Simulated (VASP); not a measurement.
Set up this calculation in VASP 6.6.1, as the native input.

| Item | Value |
| --- | --- |
| Task | single point |
| Functional | LDA |
| Potentials or basis | VASP PAW LDA potentials, release 64 (Sc_sv, Ag) |
| Cutoff | 520 eV |
| k mesh | 11 × 11 × 11 |
| Occupations | methfessel-paxton, width 0.15 eV |
| Spin | no spin polarisation |
| Dipole correction | no |
| Further INCAR settings | ALGO = Normal; EDIFF = 1e-06; NBANDS = 24 |

The structure of ScAg2 lies in POSCAR:

```
ScAg2
1.0
   -1.7237465602      1.7237465602      4.3487168890
    1.7237465602     -1.7237465602      4.3487168890
    1.7237465602      1.7237465602     -4.3487168890
Sc Ag
1 2
Direct
    0.0000000000      0.0000000000      0.0000000000
    0.6666430000      0.6666430000      0.0000000000
    0.3333570000      0.3333570000      0.0000000000
```

One way to write it, as run:

INCAR

```
PREC     = Accurate       # precision mode
ENCUT    = 520            # plane-wave cutoff, eV
EDIFF    = 1E-6           # SCF threshold, eV
ISMEAR   = 1              # smearing method
SIGMA    = 0.15           # smearing width, eV
LREAL    = False          # projectors in reciprocal space
LASPH    = True           # aspherical terms in the spheres
NELM     = 60             # most SCF steps
ALGO     = Normal         # electronic algorithm
ISIF     = 2              # what is computed and relaxed
LWAVE    = False          # write WAVECAR
LCHARG   = False          # write CHGCAR
NBANDS   = 24             # bands
```

KPOINTS

```
Automatic mesh
0
Gamma
  11 11 11
```

Potentials or basis: VASP PAW LDA potentials, release 64 (Sc_sv, Ag).

Run with:

```bash
$ cat potpaw_LDA.64/Sc_sv/POTCAR potpaw_LDA.64/Ag/POTCAR > POTCAR
$ mpirun -np 1 vasp_std > vasp.out
```

Results of the run:

- Pressure: 1.0 GPa
- Largest force: 0.032 eV/Å

Run time: 6.1 min on 1 thread of Intel(R) Xeon(R) Platinum 8488C (Sapphire Rapids), with other jobs on the host, peak memory 0.29 GiB.
